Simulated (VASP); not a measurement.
A run of VASP 6.6.1:

INCAR

```
SYSTEM = Li
PREC = Accurate
ENCUT = 520
EDIFF = 1E-7
ISMEAR = -1
SIGMA = 0.1
LREAL = .FALSE.
LASPH = .TRUE.
NELM = 80
ALGO = Normal
ISIF = 2
LWAVE = .FALSE.
LCHARG = .FALSE.
GGA = PS
NBANDS = 14
```

File KPOINTS:

```
regular mesh
0
G
  12 12 3
  0 0 0
```

File POSCAR:

```
Li
1.0
    3.0583375306      0.0000000000      0.0000000000
   -1.5291687653      2.6485979949      0.0000000000
    0.0000000000      0.0000000000      9.9649218466
Li
4
Direct
    1.0000000000      0.0000000000      1.0000000000
    1.0000000000      1.0000000000      0.5000000000
    0.3333333333      0.6666666667      0.2500000000
    0.6666666667      0.3333333333      0.7500000000
```

Potentials or basis: VASP PAW PBE potentials, release 64 (Li_sv).

Launch:

```bash
$ cat potpaw_PBE.64/Li_sv/POTCAR > POTCAR
$ mpirun -np 1 vasp_std > vasp.out
```

Hardware: 1 thread of AMD EPYC 7571 (shared host).

**Question.** Estimate the wall time of this run.

**Answer.** It took 110 s on 1 thread of AMD EPYC 7571, on a shared host, peak memory 0.16 GiB. Counts: scf iterations 12, k points 38.
